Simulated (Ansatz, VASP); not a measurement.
Two plane-wave programs on NaH

```xyz
2
Lattice="0.0000 2.3955 2.5440 2.3955 0.0000 2.5440 2.3955 2.3955 0.0000" Properties=species:S:1:pos:R:3 pbc="T T T"
Na    0.0000    0.0000    0.0000
H     2.3955    2.3955    2.5440
```

Alike in both runs: task single point; functional r2SCAN; k mesh 10 × 10 × 10; occupations fermi-dirac, width 0.2 eV; no spin polarisation.

```csv
,VASP,Ansatz
version,VASP 6.6.1,Ansatz 0.2.0
potentials or method,"VASP PAW PBE potentials, release 64 (Na_pv, H), cutoff 520 eV","scalar-relativistic, plane waves, PAW"
valence electrons in the cell,8,10
```

|  | VASP | Ansatz | Ansatz less VASP |
| --- | --- | --- | --- |
| gap on the k mesh at the Fermi level (eV) | 4.28 | 4.27 | -0.011 |
| least direct gap on the mesh (eV) | 5.02 | 5.00 | -0.013 |
| pressure (GPa) | -1.3 | -1.1 | +0.14 |
| traceless stress, the component that is largest in VASP (GPa) | -1.04 | -1.07 | -0.031 |

VASP's potentials were made for PBE, not for r2SCAN. VASP's potentials hold 8 valence electrons a cell and Ansatz's 10, so a difference there can come from the potentials and not from the codes.
